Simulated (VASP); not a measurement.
# BeCd3Te4 (P1) in VASP: relaxation of cell and atoms with PBE

Aim: the relaxation of cell and atoms of BeCd3Te4 with PBE.

All numbers are computed with VASP 6.6.1; they aren't measurements. Logs are shortened: lines on timing, memory, paths and dates and some standing lists are left out, and cuts for length are marked.

**1. The cell of the first run**

The typed cell holds 8 atoms: a = 6.391 Å, b = 6.439 Å, c = 6.266 Å, α = 88.76°, β = 90.73°, γ = 89.39°.

**2. Relaxation of cell and atoms, PBE**

INCAR

```
SYSTEM = BeCd3Te4
ALGO = Normal
EDIFF = 1E-6
EDIFFG = -0.025
ENCUT = 600
GGA = PE
IBRION = 2
ISIF = 3
ISMEAR = 0
LASPH = .TRUE.
LCHARG = .FALSE.
LREAL = .FALSE.
LWAVE = .FALSE.
NELM = 60
NSW = 80
PREC = Accurate
SIGMA = 0.1
```

KPOINTS

```
k-points
0
G
  2 2 2
  0 0 0
```

POSCAR

```
BeCd3Te4
1.0
    6.3909713502      0.0344718248     -0.0402323083
    0.0344718248      6.4387731890      0.0690095435
   -0.0402323083      0.0690095435      6.2659091180
Be Cd Te
1 3 4
Direct
   -0.0174407736     -0.0231561421      0.0098332730
    0.4895660151     -0.0012850898      0.4992715316
    0.0098110054      0.5074187686      0.5146437152
    0.5313637538      0.5086196824     -0.0191364347
    0.2082661181      0.7779555338      0.7767740682
    0.7592954146      0.7642367779      0.2096656608
    0.7843164392      0.2449617360      0.8052725760
    0.2348220274      0.2212487331      0.2036756100
```

Potentials or basis: VASP PAW PBE potentials, release 64 (Be, Cd, Te).

Launch:

```sh
> cat potpaw_PBE.64/Be/POTCAR potpaw_PBE.64/Cd/POTCAR potpaw_PBE.64/Te/POTCAR > POTCAR
> mpirun -np 1 vasp_std > vasp.out
```

OUTCAR:

```text
SYSTEM = BeCd3Te4
   EDIFF = 1E-6
   EDIFFG = -0.025
   ENCUT = 600
   GGA = PE
   IBRION = 2
   ISIF = 3
   ISMEAR = 0
   LASPH = .TRUE.
   LREAL = .FALSE.
   NELM = 60
   NSW = 80
   PREC = Accurate

 ion  position               nearest neighbor table
   1  0.983  0.977  0.010-   6 2.34   5 2.44   7 2.46   8 2.58
   2  0.490  0.999  0.499-   8 2.81   5 2.88   6 2.95   7 3.14
   3  0.010  0.507  0.515-   5 2.73   7 2.87   6 2.95   8 3.07
   4  0.531  0.509  0.981-   7 2.60   6 2.64   5 2.94   8 3.00
   5  0.208  0.778  0.777-   1 2.44   3 2.73   2 2.88   4 2.94
   6  0.759  0.764  0.210-   1 2.34   4 2.64   3 2.95   2 2.95
   7  0.784  0.245  0.805-   1 2.46   4 2.60   3 2.87   2 3.14
   8  0.235  0.221  0.204-   1 2.58   2 2.81   4 3.00   3 3.07

  LATTYP: Found a triclinic cell.
 ALAT       =     6.2664182777
 B/A-ratio  =     1.4493104782
 C/A-ratio  =     1.0199113218
 COS(alpha) =     0.0011602840
 COS(beta)  =     0.0126551362
 COS(gamma) =     0.7053643053

  Lattice vectors:

 A1 = (  -0.0402323083,   0.0690095435,   6.2659091180)
 A2 = (  -0.0057604835,   6.5077827325,   6.3349186615)
 A3 = (  -6.3909713502,  -0.0344718248,   0.0402323083)

Analysis of symmetry for initial positions (statically):
=====================================================================
 Subroutine PRICEL returns:
 Original cell was already a primitive cell.

 Routine SETGRP: Setting up the symmetry group for a
 triclinic supercell.

 Subroutine GETGRP returns: Found  1 space group operations
 (whereof  1 operations were pure point group operations)
 out of a pool of  2 trial point group operations.

The static configuration has the point symmetry C_1 .

Analysis of symmetry for dynamics (positions and initial velocities):
=====================================================================
 Subroutine PRICEL returns:
 Original cell was already a primitive cell.

 Routine SETGRP: Setting up the symmetry group for a
 triclinic supercell.

 Subroutine GETGRP returns: Found  1 space group operations
 (whereof  1 operations were pure point group operations)
 out of a pool of  2 trial point group operations.

The dynamic configuration has the point symmetry C_1 .

 Subroutine INISYM returns: Found  1 space group operations
 (whereof  1 operations are pure point group operations),
[... 90 lines left out ...]
   NELM   =     60;   NELMIN=  2; NELMDL= -5     # of ELM steps
   EDIFF  = 0.1E-05   stopping-criterion for ELM
   LREAL  =      F    real-space projection
   EDIFFG = -.3E-01   stopping-criterion for IOM
   NSW    =     80    number of steps for IOM
   IBRION =      2    ionic relax: 0-MD 1-quasi-New 2-CG
   NFREE  =      1    steps in history (QN), initial steepest desc. (CG)
   ISIF   =      3    stress and relaxation
   ISYM   =      2    0-nonsym 1-usesym 2-fastsym
   POTIM  = 0.5000    time-step for ionic-motion
   TEBEG  =    0.0;   TEEND  =   0.0 temperature during run
   PSTRESS=    0.0 pullay stress
   NELECT =      62.0000    total number of electrons
   NUPDOWN=      -1.0000    fix difference up-down
   EMIN   =  10.00;   EMAX   =-10.00  energy-range for DOS
   EFERMI =   0.00;   METHOD = LEGACY
   ISMEAR =     0;   SIGMA  =   0.10  broadening in eV -4-tet -1-fermi 0-gaus
   EFERMI_NEDOS =   21; number of points for ismear=-14 and -15
   IALGO  =     38    algorithm
   IMIX   =      4    mixing-type and parameters
     AMIX     =   0.40;   BMIX     =  1.00
     AMIX_MAG =   1.60;   BMIX_MAG =  1.00
  volume/ion in A,a.u.               =      32.22       217.46
  Fermi-wavevector in a.u.,A,eV,Ry     =   1.018078  1.923889 14.102218  1.036484
  Thomas-Fermi vector in A             =   2.151516
   LORBIT       =      0    0 simple, 1 ext, 2 COOP (PROOUT), +10 PAW based schemes
   GGA     = PE    functional components
   LHFCALC =     F    Hartree Fock is set to
   AEXX    =    0.0000 exact exchange contribution
   IVDW    =     0    specifies the selected vdW correction
   LEPSILON=     F    determine dielectric tensor
   LRPA    =     F    only Hartree local field effects (RPA)
 conjugate gradient relaxation of ions
 non-spin polarized calculation
 Gauss-broadening in eV      SIGMA  =   0.10
  energy-cutoff  :      600.00
  volume of cell :      257.79
 maximum number of plane-waves:      8628
 NGX is ok and might be reduce to    54
   NGX = 25   NGY = 25   NGZ = 25

--------------------------------------- Ionic step        1  -------------------------------------------

 number of electron      62.0000002 magnetization

 Free energy of the ion-electron system (eV)
  ---------------------------------------------------
  ext. energy  EPLUGINS =         0.00000000
  ---------------------------------------------------
  free energy    TOTEN  =       -20.74690608 eV

  energy without entropy =      -20.74690608  energy(sigma->0) =      -20.74690608

------------------------ aborting loop because EDIFF is reached ----------------------------------------

  FORCE on cell =-STRESS in cart. coord.  units (eV):
  Direction    XX          YY          ZZ          XY          YZ          ZX
  --------------------------------------------------------------------------------------
  -------------------------------------------------------------------------------------
  Total        2.1316674      2.5806752      2.0905417     -0.2485213      0.9229303      0.2208948
  in kB       13.2482230     16.0387877     12.9926284     -1.5445494      5.7359727      1.3728518
  external PRESSURE =      14.0932130 kB  Pullay stress =       0.0000000 kB
[... 107 lines left out ...]
  FREE ENERGIE OF THE ION-ELECTRON SYSTEM (eV)
  ---------------------------------------------------
  free  energy   TOTEN  =       -21.2481085234 eV

  energy  without entropy=      -21.2481085201  energy(sigma->0) =      -21.24810852

[... ionic steps 4 to 16 ...]

--------------------------------------- Ionic step       17  -------------------------------------------

 number of electron      61.9999997 magnetization

------------------------ aborting loop because EDIFF is reached ----------------------------------------
[... 79 lines left out ...]
--------------------------------------- Ionic step       19  -------------------------------------------

 number of electron      61.9999996 magnetization

 Free energy of the ion-electron system (eV)
  ---------------------------------------------------
  ext. energy  EPLUGINS =         0.00000000
  ---------------------------------------------------
  free energy    TOTEN  =       -21.50958906 eV

  energy without entropy =      -21.50958906  energy(sigma->0) =      -21.50958906

 E-fermi :   2.8804     XC(G=0):  -8.4875

 val. band max:        2.4172711748   @ k =   0.0000   0.0000   0.0000
 cond. band min:       3.4900889282   @ k =   0.0000   0.0000   0.0000
 fundamental gap:      1.0728177534
 Fermi energy:         2.8804496604

 k-point     1 :       0.0000    0.0000    0.0000
  band No.  band energies     occupation
      1      -8.6723      2.00000
      2      -7.9210      2.00000
      3      -7.9169      2.00000
      4      -7.9168      2.00000
      5      -5.6939      2.00000
      6      -5.6934      2.00000
[... 344 lines left out ...]
  FREE ENERGIE OF THE ION-ELECTRON SYSTEM (eV)
  ---------------------------------------------------
  free  energy   TOTEN  =       -21.5095890638 eV

  energy  without entropy=      -21.5095890638  energy(sigma->0) =      -21.50958906

 reached required accuracy - stopping structural energy minimisation
```

CONTCAR:

```text
BeCd3Te4
   1.00000000000000
     6.3845116055320315   -0.0019989008822568    0.0024558100825075
    -0.0019262368042824    6.3772427905540026    0.0037338687422494
     0.0008776461673540    0.0044779456059271    6.3947133573736918
  Be              Cd              Te
     1     3     4
Direct
     0.9993204293819384    0.9993919046962600    0.0008468232785016
     0.4979343749906925    0.0008183939277169    0.5012035844302570
     0.0007639974916742    0.4980697437065019    0.4987798393313153
     0.5019532560950498    0.5022428282478982    0.9986895672888320
     0.2257276251401852    0.7723479889680683    0.7729480390056771
     0.7728929873033586    0.7735089676848528    0.2294466597679614
     0.7731116128893106    0.2261565757680219    0.7729117476856386
     0.2282957167077907    0.2274635969006782    0.2251737393118117

  0.00000000E+00  0.00000000E+00  0.00000000E+00
  0.00000000E+00  0.00000000E+00  0.00000000E+00
  0.00000000E+00  0.00000000E+00  0.00000000E+00
  0.00000000E+00  0.00000000E+00  0.00000000E+00
  0.00000000E+00  0.00000000E+00  0.00000000E+00
  0.00000000E+00  0.00000000E+00  0.00000000E+00
  0.00000000E+00  0.00000000E+00  0.00000000E+00
  0.00000000E+00  0.00000000E+00  0.00000000E+00
```

Wall time 14 min (1 thread of Intel Xeon 6975P-C (Granite Rapids), shared host); peak memory 0.42 GiB.

Results:

- Free energy: -21.5096 eV
- Relaxed volume: 32.55 Å³/atom
- Relaxed cell: a = 6.385 Å, b = 6.377 Å, c = 6.395 Å, α = 89.93°, β = 89.97°, γ = 90.04°
- Space group after relaxing (to 0.1 Å): P-43m (No. 215)
- Energy gained by relaxing: 95.3 meV/atom
- Ionic steps: 19
- Pressure after relaxing: 0.0 GPa
- Largest force after relaxing: 0.023 eV/Å
- Band gap on the k mesh: 1.07 eV

Forces in eV/Å, atoms in the order of the input:
```
Be   0.011  0.003 -0.002
Cd   0.011 -0.004 -0.011
Cd   0.002  0.000  0.011
Cd   0.004 -0.013  0.009
Te  -0.005 -0.004  0.004
Te  -0.010  0.003 -0.021
Te  -0.006  0.017  0.006
Te  -0.006 -0.004  0.003
```

The path:
| step | energy change (eV) | largest force (eV/Å) | pressure (GPa) | volume (Å³) |
| --- | --- | --- | --- | --- |
| 1 | 0.0000 | 2.0950 | 1.41 | 257.79 |
| 2 | -0.4506 | 0.9854 | -0.89 | 268.50 |
| 3 | -0.5012 | 0.7375 | -1.71 | 274.22 |
| 4 | -0.6961 | 0.4369 | -0.36 | 262.59 |
| 5 | -0.7179 | 0.3126 | 0.37 | 257.70 |
| 6 | -0.7393 | 0.1802 | 0.06 | 259.68 |
| 7 | -0.7405 | 0.1768 | -0.03 | 260.30 |
| 8 | -0.7475 | 0.1081 | -0.04 | 260.48 |
| 9 | -0.7506 | 0.1032 | -0.06 | 260.69 |
| 10 | -0.7534 | 0.0844 | 0.04 | 260.04 |
| 11 | -0.7556 | 0.0775 | 0.28 | 258.51 |
| 12 | -0.7568 | 0.0739 | 0.24 | 258.83 |
| 13 | -0.7590 | 0.0662 | 0.09 | 259.81 |
| 14 | -0.7573 | 0.1000 | -0.21 | 261.75 |
| 15 | -0.7594 | 0.0691 | -0.01 | 260.39 |
| 16 | -0.7604 | 0.0547 | -0.02 | 260.46 |
| 17 | -0.7620 | 0.0349 | -0.05 | 260.67 |
| 18 | -0.7621 | 0.0346 | -0.05 | 260.73 |
| 19 | -0.7627 | 0.0233 | 0.01 | 260.36 |

Final structure:
```
CELL_PARAMETERS angstrom
6.38451 -0.00200 0.00246
-0.00193 6.37724 0.00373
0.00088 0.00448 6.39471
ATOMIC_POSITIONS crystal
Be 0.99932 0.99939 0.00085
Cd 0.49793 0.00082 0.50120
Cd 0.00076 0.49807 0.49878
Cd 0.50195 0.50224 0.99869
Te 0.22573 0.77235 0.77295
Te 0.77289 0.77351 0.22945
Te 0.77311 0.22616 0.77291
Te 0.22830 0.22746 0.22517
```

Caveat: the k points lie up to 0.49 Å⁻¹ apart in the final cell; spin-orbit coupling is left out, which moves the levels of the heavy elements.
